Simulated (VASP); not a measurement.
A run of VASP 6.6.1:

The input INCAR:

```
SYSTEM = MoS2
PREC = Accurate
ENCUT = 500
EDIFF = 1E-6
ISMEAR = 0
SIGMA = 0.05
LREAL = .FALSE.
LASPH = .TRUE.
NELM = 120
ALGO = Normal
ISIF = 2
LWAVE = .FALSE.
LCHARG = .TRUE.
GGA = PE
IVDW = 12
LELF = .TRUE.
LVHAR = .TRUE.
NBANDS = 20
GGA_COMPAT = .FALSE.
```

The input KPOINTS:

```
Automatic mesh
0
G
  12 12 6
  0 0 0
```

File POSCAR:

```
MoS2
1.0
    3.0663690281      0.0000000000      0.0000000000
   -1.5331845141      2.6555534757      0.0000000000
    0.0000000000      0.0000000000      7.0097195983
Mo S
1 2
Direct
    0.0000000000      0.0000000000      0.0000000000
    0.3333333333      0.6666666667      0.2357940733
    0.3333333333      0.6666666667      0.7642059267
```

Potentials or basis: VASP PAW PBE potentials, release 64 (Mo_sv, S).

Run with:

```bash
$ cat potpaw_PBE.64/Mo_sv/POTCAR potpaw_PBE.64/S/POTCAR > POTCAR
$ mpirun -np 1 vasp_std > vasp.out
```

Hardware: 1 thread of Intel(R) Xeon(R) Platinum 8175M CPU @ 2.50GHz (Skylake/Cascade Lake) (shared host).

**Question.** Estimate the wall time of this run.

**Answer.** Wall time 80 s on 1 thread of Intel(R) Xeon(R) Platinum 8175M CPU @ 2.50GHz (Skylake/Cascade Lake) (shared host), peak memory 0.23 GiB. Counts: scf iterations 15, k points 76.
